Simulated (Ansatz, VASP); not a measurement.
## Two plane-wave programs on Ta

```
CELL_PARAMETERS angstrom
-1.58523 1.71733 1.65128
1.58523 -1.71733 1.65128
1.58523 1.71733 -1.65128
ATOMIC_POSITIONS crystal
Ta 0.00000 0.00000 0.00000
```

Change from the starting cell: strain -0.0400 x Voigt [1, -1, 0, 0, 0, 0], atoms carried along.

Alike in both runs: task single point; functional PBEsol; k mesh 20 × 20 × 20; occupations gaussian, width 0.15 eV; no spin polarisation.

|  | VASP | Ansatz |
| --- | --- | --- |
| version | VASP 6.6.1 | Ansatz 0.2.0 |
| potentials or method | VASP PAW PBE potentials, release 64 (Ta_pv), cutoff 520 eV | scalar-relativistic, plane waves, PAW |
| valence electrons in the cell | 11 | 13 |

|  | VASP | Ansatz | Ansatz less VASP |
| --- | --- | --- | --- |
| gap on the k mesh at the Fermi level (eV) | none | none | - |
| pressure (GPa) | -2.9 | -3.1 | -0.19 |
| traceless stress, the component that is largest in VASP (GPa) | -4.12 | -4.12 | -0.009 |

VASP's potentials were made for PBE, not for PBEsol. A gap of «none» marks a metal or a gap that the smearing closes. VASP's potentials hold 11 valence electrons a cell and Ansatz's 13, so a difference there can come from the potentials and not from the codes.

Neither program's run includes spin-orbit coupling.
